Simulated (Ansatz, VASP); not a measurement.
## One calculation of P, two programs

```
P
1.0
     3.28373    0.00000    0.00000
     0.00000   34.85703    0.00000
     0.00000    0.00000    4.63208
P
4
Direct
  0.00000 0.97026 0.59215
  0.00000 0.02974 0.40785
  0.50000 0.02974 0.09215
  0.50000 0.97026 0.90785
```

Alike in both runs: task single point; functional PBEsol; k mesh 6 × 1 × 4; occupations gaussian, width 0.1 eV; no spin polarisation.

|  | VASP | Ansatz |
| --- | --- | --- |
| version | VASP 6.6.1 | Ansatz 0.2.0 |
| potentials or method | VASP PAW PBE potentials, release 64 (P), cutoff 520 eV | scalar-relativistic, plane waves, PAW |
| valence electrons in the cell | 20 | 20 |

```tsv
	VASP	Ansatz	Ansatz less VASP
gap on the k mesh at the Fermi level (eV)	0.89	0.88	-0.015
least direct gap on the mesh (eV)	0.89	0.88	-0.015
rms of the force components (eV/Å)	0.158	0.165	+0.0075
```

VASP's potentials were made for PBE, not for PBEsol. Atom by atom the forces differ by 0.011 eV/Å (rms over components). The functional is the same, so the differences come from potentials, cutoffs and numerics.
